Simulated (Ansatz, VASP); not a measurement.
## TiGe4Pd2: VASP beside Ansatz

```
CELL_PARAMETERS angstrom
4.34000 0.00000 0.00000
0.00000 4.34000 0.00000
0.00000 0.00000 6.14000
ATOMIC_POSITIONS crystal
Ti 0.50000 0.50000 0.00000
Ge 0.00000 0.50000 0.75000
Ge 0.50000 0.00000 0.75000
Ge 0.00000 0.50000 0.25000
Ge 0.50000 0.00000 0.25000
Pd 0.50000 0.50000 0.50000
Pd 0.00000 0.00000 0.00000
```

Change from the starting cell: built by hand: half-stuffed fluorite (vacancy-ordered Heusler) (P4/mmm, No. 123).

Alike in both runs: task relaxation of cell and atoms; functional PBE; k mesh 4 × 4 × 3; occupations gaussian, width 0.2 eV; no spin polarisation.

|  | VASP | Ansatz |
| --- | --- | --- |
| version | VASP 6.6.1 | Ansatz 0.2.0 |
| potentials or method | VASP PAW PBE potentials, release 64 (Ti_sv, Ge_d, Pd), cutoff 600 eV | scalar-relativistic, plane waves, PAW |
| valence electrons in the cell | 88 | 104 |

```csv
,VASP,Ansatz,Ansatz less VASP
"gap on the k mesh at the Fermi level, each at its own relaxed structure (eV)",none,none,-
relaxed volume (Å³/atom),17.04,17.15,+0.104
relaxed cell length with the largest relative difference (Å),6.158,6.193,+0.0354
```

A gap of «none» marks a metal or a gap that the smearing closes. VASP's potentials hold 88 valence electrons a cell and Ansatz's 104, so a difference there can come from the potentials and not from the codes.

The k mesh is coarse, so the values compare programs but aren't converged.
